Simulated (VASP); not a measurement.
# Y (Fm-3m) in VASP: a series of runs, part 3 of 3

VASP 6.6.1. Earlier steps stand in the parts before.

## Step 6: Relaxation of cell and atoms, RPBE+D4

This run uses another cell than the first one, of 33.24 Å³/atom, 1.518 times its volume.

Contents of INCAR:

```
PREC = Accurate ; ENCUT = 600
EDIFF = 1E-7 ; ISMEAR = -1
SIGMA = 0.05 ; LREAL = F
LASPH = T ; NELM = 60
ALGO = Fast ; ISIF = 3
LWAVE = F ; LCHARG = F
GGA = RP ; IVDW = 13
IBRION = 2 ; NSW = 60
EDIFFG = -0.01
```

Contents of KPOINTS:

```
Automatic mesh
0
Gamma
  9 9 9
```

Contents of POSCAR:

```
Y
1.0
    0.0000000000      2.5519910612      2.5519910612
    2.5519910612      0.0000000000      2.5519910612
    2.5519910612      2.5519910612      0.0000000000
Y
1
Direct
    0.0000000000      0.0000000000      0.0000000000
```

Potentials or basis: VASP PAW PBE potentials, release 64 (Y_sv).

Started as:

```
cat potpaw_PBE.64/Y_sv/POTCAR > POTCAR
mpirun -np 1 vasp_std > vasp.out
```

OUTCAR:

```text
PREC = Accurate
   ENCUT = 600
   EDIFF = 1E-7
   ISMEAR = -1
   LREAL = F
   LASPH = T
   NELM = 60
   ISIF = 3
   GGA = RP
   IVDW = 13
   IBRION = 2
   NSW = 60
   EDIFFG = -0.01

 ion  position               nearest neighbor table
   1  0.000  0.000  0.000-

  LATTYP: Found a face centered cubic cell.
 ALAT       =     5.1039821224

  Lattice vectors:

 A1 = (   0.0000000000,   2.5519910612,   2.5519910612)
 A2 = (   2.5519910612,   0.0000000000,   2.5519910612)
 A3 = (   2.5519910612,   2.5519910612,   0.0000000000)

Analysis of symmetry for initial positions (statically):
=====================================================================
 Subroutine PRICEL returns:
 Original cell was already a primitive cell.

 Routine SETGRP: Setting up the symmetry group for a
 face centered cubic supercell.

 Subroutine GETGRP returns: Found 48 space group operations
 (whereof 48 operations were pure point group operations)
 out of a pool of 48 trial point group operations.

The static configuration has the point symmetry O_h .

Analysis of symmetry for dynamics (positions and initial velocities):
=====================================================================
 Subroutine PRICEL returns:
 Original cell was already a primitive cell.

 Routine SETGRP: Setting up the symmetry group for a
 face centered cubic supercell.

 Subroutine GETGRP returns: Found 48 space group operations
 (whereof 48 operations were pure point group operations)
 out of a pool of 48 trial point group operations.

The dynamic configuration has the point symmetry O_h .

 Subroutine INISYM returns: Found 48 space group operations
 (whereof 48 operations are pure point group operations),
 and found     1 'primitive' translations

----------------------------------------------------------------------------------------

                                     Primitive cell

  volume of cell :      33.2405

  direct lattice vectors                    reciprocal lattice vectors
     0.000000000  2.551991061  2.551991061    -0.195925451  0.195925451  0.195925451
     2.551991061  0.000000000  2.551991061     0.195925451 -0.195925451  0.195925451
     2.551991061  2.551991061  0.000000000     0.195925451  0.195925451 -0.195925451

  length of vectors
     3.609060370  3.609060370  3.609060370     0.339352836  0.339352836  0.339352836

  position of ions in fractional coordinates (direct lattice)
     0.000000000  0.000000000  0.000000000

  ion indices of the primitive-cell ions
   primitive index   ion index
                 1           1

----------------------------------------------------------------------------------------

 KPOINTS: Automatic mesh

Automatic generation of k-mesh.
 Grid dimensions read from file:
 generate k-points for:    9    9    9

 Generating k-lattice:

  Cartesian coordinates                     Fractional coordinates (reciprocal lattice)
    -0.021769495  0.021769495  0.021769495     0.111111111  0.000000000  0.000000000
     0.021769495 -0.021769495  0.021769495     0.000000000  0.111111111  0.000000000
     0.021769495  0.021769495 -0.021769495     0.000000000  0.000000000  0.111111111

  Length of vectors
     0.037705871  0.037705871  0.037705871

  Shift w.r.t. Gamma in fractional coordinates (k-lattice)
     0.000000000  0.000000000  0.000000000

 Subroutine IBZKPT returns following result:
 ===========================================

 Found     35 irreducible k-points:

 Following reciprocal coordinates:
            Coordinates               Weight
  0.000000  0.000000  0.000000      1.000000
  0.111111  0.000000  0.000000      8.000000
  0.222222  0.000000  0.000000      8.000000
  0.333333  0.000000  0.000000      8.000000
  0.444444  0.000000  0.000000      8.000000
  0.111111  0.111111  0.000000      6.000000
[... 16 lines left out ...]
 -0.333333  0.333333  0.000000     12.000000
  0.444444  0.444444  0.000000      6.000000
 [... further k-points ...]
   k-points           NKPTS =     35   k-points in BZ     NKDIM =     35   number of bands    NBANDS=      9
   number of dos      NEDOS =    301   number of ions     NIONS =      1
   total plane-waves  NPLWV =  27000
   dimension x,y,z NGX =    30 NGY =   30 NGZ =   30
   dimension x,y,z NGXF=    60 NGYF=   60 NGZF=   60
   ions per type =               1
   NGX,Y,Z   is equivalent  to a cutoff of  13.82, 13.82, 13.82 a.u.
   NGXF,Y,Z  is equivalent  to a cutoff of  27.64, 27.64, 27.64 a.u.
 SYSTEM =  unknown system
   PREC   = accura    normal or accurate (medium, high low for compatibility)
   ISTART =      0    job   : 0-new  1-cont  2-samecut
   ICHARG =      2    charge: 1-file 2-atom 10-const
   ISPIN  =      1    spin polarized calculation?
   LNONCOLLINEAR =      F non collinear calculations
   LSORBIT =      F    spin-orbit coupling
   LASPH  =      T    aspherical Exc in radial PAW
   ENCUT  =  600.0 eV  44.10 Ry    6.64 a.u.   7.21  7.21  7.21*2*pi/ulx,y,z
   NELM   =     60;   NELMIN=  2; NELMDL= -5     # of ELM steps
   EDIFF  = 0.1E-06   stopping-criterion for ELM
   LREAL  =      F    real-space projection
   EDIFFG = -.1E-01   stopping-criterion for IOM
   NSW    =     60    number of steps for IOM
   IBRION =      2    ionic relax: 0-MD 1-quasi-New 2-CG
   NFREE  =      1    steps in history (QN), initial steepest desc. (CG)
   ISIF   =      3    stress and relaxation
   ISYM   =      2    0-nonsym 1-usesym 2-fastsym
   POTIM  = 0.5000    time-step for ionic-motion
   TEBEG  =    0.0;   TEEND  =   0.0 temperature during run
   PSTRESS=    0.0 pullay stress
   NELECT =      11.0000    total number of electrons
   NUPDOWN=      -1.0000    fix difference up-down
   EMIN   =  10.00;   EMAX   =-10.00  energy-range for DOS
   EFERMI =   0.00;   METHOD = LEGACY
   ISMEAR =    -1;   SIGMA  =   0.05  broadening in eV -4-tet -1-fermi 0-gaus
   EFERMI_NEDOS =   21; number of points for ismear=-14 and -15
   IALGO  =     68    algorithm
   IMIX   =      4    mixing-type and parameters
     AMIX     =   0.40;   BMIX     =  1.00
     AMIX_MAG =   1.60;   BMIX_MAG =  1.00
  volume/ion in A,a.u.               =      33.24       224.32
  Fermi-wavevector in a.u.,A,eV,Ry     =   1.132357  2.139844 17.445821  1.282232
  Thomas-Fermi vector in A             =   2.269058
   LORBIT       =      0    0 simple, 1 ext, 2 COOP (PROOUT), +10 PAW based schemes
   GGA     = RP    functional components
   LHFCALC =     F    Hartree Fock is set to
   AEXX    =    0.0000 exact exchange contribution
   IVDW    =    13    specifies the selected vdW correction
   LEPSILON=     F    determine dielectric tensor
   LRPA    =     F    only Hartree local field effects (RPA)
 conjugate gradient relaxation of ions
 non-spin polarized calculation
 RMM-DIIS sequential band-by-band and
  energy-cutoff  :      600.00
  volume of cell :       33.24
 maximum number of plane-waves:      1125
 NGX is ok and might be reduce to    30
   NGX = 15   NGY = 15   NGZ = 15

--------------------------------------- Ionic step        1  -------------------------------------------

 number of electron      11.0000000 magnetization

 Free energy of the ion-electron system (eV)
  ---------------------------------------------------
  ext. energy  EPLUGINS =         0.00000000
  ---------------------------------------------------
  free energy    TOTEN  =        -6.08606278 eV

  energy without entropy =       -6.07239545  energy(sigma->0) =       -6.07922912

------------------------ aborting loop because EDIFF is reached ----------------------------------------

  DFT-D4 for vdW energy calculation

  Edisp (eV):   -0.38028
[... 69 lines left out ...]
--------------------------------------- Ionic step        3  -------------------------------------------

 number of electron      11.0000001 magnetization

 Free energy of the ion-electron system (eV)
  ---------------------------------------------------
  ext. energy  EPLUGINS =         0.00000000
  ---------------------------------------------------
  free energy    TOTEN  =        -6.07806141 eV

  energy without entropy =       -6.06439548  energy(sigma->0) =       -6.07122845

 E-fermi :   3.2808     XC(G=0):  -9.4128

 val. band max:        3.2651926882   @ k =   0.3333   0.2222   0.0000
 cond. band min:       3.3039856157   @ k =  -0.3333   0.4444   0.2222
 fundamental gap:      0.0387929276
 Fermi energy:         3.2807796409

 k-point     1 :       0.0000    0.0000    0.0000
  band No.  band energies     occupation
      1     -39.4454      2.00000
      2     -19.1372      2.00000
      3     -19.1372      2.00000
      4     -19.1372      2.00000
      5      -1.5139      2.00000
      6       5.0678      0.00000
      7       5.0678      0.00000
      8       5.0678      0.00000
      9       7.1033      0.00000
[... 265 lines left out ...]
 k-point    24 :       0.4444    0.4444    0.0000
  band No.  band energies     occupation
      1     -39.3581      2.00000
      2     -19.6666      2.00000
      3     -19.3382      2.00000
      4     -19.3382      2.00000
      5       1.4823      2.00000
      6       2.4257      2.00000
      7       5.1696      0.00000
      8       8.5598      0.00000
      9       8.5800      0.00000

 [... further k-points ...]

------------------------ aborting loop because EDIFF is reached ----------------------------------------

  DFT-D4 for vdW energy calculation

  Edisp (eV):   -0.39223
[... 24 lines left out ...]
  FREE ENERGIE OF THE ION-ELECTRON SYSTEM (eV)
  ---------------------------------------------------
  free  energy   TOTEN  =        -6.4702932979 eV

  energy  without entropy=       -6.4566273650  energy(sigma->0) =       -6.46346033

 reached required accuracy - stopping structural energy minimisation
```

Wall time 44 s (1 thread of Intel Xeon 6975P-C (Granite Rapids), shared host); peak memory 0.19 GiB.

Results:

```
Free energy                            : -6.4703 eV
Relaxed volume                         : 32.18 Å³/atom
Relaxed cell                           : a = 3.570 Å, b = 3.570 Å, c = 3.570 Å, α = 60.00°, β = 60.00°, γ = 60.00°
Space group after relaxing (to 0.05 Å) : Fm-3m (No. 225)
Energy gained by relaxing              : 4.0 meV/atom
Ionic steps                            : 3
Pressure after relaxing                : 0.0 GPa
Dispersion energy per atom             : -0.392 eV
```

Step by step:
```csv
step,energy change (eV),largest force (eV/Å),pressure (GPa),volume (Å³)
1,0.0000,0.0000,-1.17,33.24
2,-0.0039,0.0000,0.12,32.09
3,-0.0040,0.0000,0.00,32.18
```

Final structure:
```cif
data_structure
_symmetry_space_group_name_H-M 'P 1'
_symmetry_Int_Tables_number 1
_cell_length_a 3.5704
_cell_length_b 3.5704
_cell_length_c 3.5704
_cell_angle_alpha 60.000
_cell_angle_beta 60.000
_cell_angle_gamma 60.000
_cell_volume 32.18
loop_
_atom_site_label
_atom_site_type_symbol
_atom_site_fract_x
_atom_site_fract_y
_atom_site_fract_z
_atom_site_occupancy
Y1 Y 0.00000 0.00000 0.00000 1
```

Caveat: the PAW data sets were made with another functional, which shifts forces and pressure a little; pairwise dispersion overbinds metals, which lowers pressure and volume.

## Step 7: Summary

```csv
task,level,cell,k mesh,cutoff (eV),gap on the mesh (eV),pressure (GPa),relaxed volume (Å³/atom)
single point,RPBE+D3(BJ),"a = 3.140 Å, angles 60.0°, 1 atom",9 × 9 × 9,520,none,-0.3,-
single point,RPBE+D4,"a = 3.574 Å, angles 60.0°, 1 atom",9 × 9 × 9,520,none,-0.1,-
relaxation of cell and atoms,PBE,"relaxed from a = 3.609 Å, angles 60.0°, 1 atom",7 × 7 × 7,600,none,0.0,32.32
relaxation of cell and atoms,RPBE+D3(BJ),"relaxed from a = 3.609 Å, angles 60.0°, 1 atom",9 × 9 × 9,600,none,0.0,21.80
relaxation of cell and atoms,RPBE+D4,"relaxed from a = 3.609 Å, angles 60.0°, 1 atom",9 × 9 × 9,600,none,0.0,32.18
```

Alike in all rows: potentials or basis VASP PAW PBE potentials, release 64 (Y_sv); no spin polarisation; smearing fermi-dirac 0.05 eV.

Caveats: the PAW data sets were made with another functional, which shifts forces and pressure a little (some runs); pairwise dispersion overbinds metals, which lowers pressure and volume (some runs); the volume moved by over 15 % at a fixed basis, so the end points are rough (some runs).

Total energies depend on the potentials used, so only differences within one code and one set of settings carry meaning.
